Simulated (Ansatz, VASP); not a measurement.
One calculation of SiO2, two programs

The input INCAR:

```
PREC = Accurate ; ENCUT = 600
EDIFF = 1E-6 ; ISMEAR = 0
SIGMA = 0.1 ; LREAL = F
LASPH = T ; NELM = 80
ALGO = Normal ; ISIF = 3
LWAVE = F ; LCHARG = F
GGA = PE ; IVDW = 12
IBRION = 2 ; NSW = 90
EDIFFG = -0.04
```

Contents of KPOINTS:

```
regular mesh
0
Gamma
  6 6 6
```

The input POSCAR:

```
SiO2
1.0
    1.3061937200      0.7541313000      4.3819820300
   -1.3061937200      0.7541313000      4.3819820300
    0.0000000000     -1.5082626000      4.3819820300
Si O
1 2
Direct
    0.5000000000      0.5000000000      0.5000000000
    0.9007298500      0.9007298500      0.9007298500
    0.0992701500      0.0992701500      0.0992701500
```

Input for Ansatz:

```yaml
crystal:
  lattice:
    - [1.30619372, 0.7541313, 4.38198203]
    - [-1.30619372, 0.7541313, 4.38198203]
    - [0.0, -1.5082626, 4.38198203]
  atoms:
    - { symbol: Si, position: [0.5, 0.5, 0.5] }
    - { symbol: O, position: [0.90072985, 0.90072985, 0.90072985] }
    - { symbol: O, position: [0.09927015, 0.09927015, 0.09927015] }
basis:
  ecutwfc: 420
kpoints:
  mp_grid: { grid: [6, 6, 6] }
hamiltonian:
  xc: pbe
  dispersion: d3bj
scf:
  occupations: { method: gaussian, width: 0.1 }
  lower_state_search: "off"
output:
  forces: true
  stress: true
  eigenvalues: true
relax:
  adjacent_minimum: "off"
  f_tol: 0.04
  max_steps: 70
  cell: { stress_tol: 0.4 }
```

Alike in both runs: task relaxation of cell and atoms; functional PBE; dispersion D3(BJ); k mesh 6 × 6 × 6; occupations gaussian, width 0.1 eV; no spin polarisation.

|  | VASP | Ansatz |
| --- | --- | --- |
| version | VASP 6.6.1 | Ansatz 0.2.0 |
| potentials or method | VASP PAW PBE potentials, release 64 (Si, O), cutoff 600 eV | scalar-relativistic, plane waves, PAW |
| valence electrons in the cell | 16 | 16 |

```csv
,VASP,Ansatz,Ansatz less VASP
"gap on the k mesh at the Fermi level, each at its own relaxed structure (eV)",6.10,6.22,+0.122
relaxed volume (Å³/atom),10.08,10.15,+0.071
relaxed cell length with the largest relative difference (Å),5.068,5.117,+0.0488
```

The k mesh is coarse, so the values compare programs but aren't converged. Noted on VASP's run: the volume moved by over 15 % at a fixed basis, so the end points are rough.
